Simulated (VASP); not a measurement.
# Pt: single point with PBEsol

Pt:

```
CELL_PARAMETERS angstrom
-1.62050 1.62050 1.62050
1.62050 -1.62050 1.62050
1.62050 1.62050 -1.62050
ATOMIC_POSITIONS crystal
Pt 0.00000 0.00000 0.00000
```

This isn't the form of Pt at room conditions, which is fcc.

```yaml
Program: VASP 6.6.1
Task: single point
Functional: PBEsol
Potentials_or_basis: VASP PAW PBE potentials, release 64 (Pt)
Cutoff: 520 eV
k_mesh: 22 × 22 × 22
Occupations: gaussian, width 0.15 eV
Spin: no spin polarisation
Dipole_correction: no
Further_INCAR_settings: ALGO = Fast; EDIFF = 1e-07; NBANDS = 11
```

```
Pressure               : -23.2 GPa
Band gap on the k mesh : zero (bands 5 and 6 overlap by 1.88 eV)
```

Levels at points of the mesh, in eV from the Fermi level:
| k point | band 3 | band 4 | band 5 | band 6 | band 7 | band 8 |
| --- | --- | --- | --- | --- | --- | --- |
| (0.00, 0.00, 0.00) | -3.09 | -3.09 | -0.85 | -0.85 | 17.08 | 17.08 |
| (0.50, 0.00, 0.00) | -1.03 | -0.58 | 0.45 | 0.92 | 5.67 | 13.20 |
| (0.50, 0.50, 0.50) | 0.46 | 0.46 | 0.46 | 7.45 | 7.45 | 7.45 |

Wall time 82 s on 1 thread of Intel Xeon 8259CL, on a shared host, peak memory 0.19 GiB.

Caveat: the cell stands under tension; the PAW data sets were made with another functional, which shifts forces and pressure a little; spin-orbit coupling is left out, which moves the levels of the heavy elements.
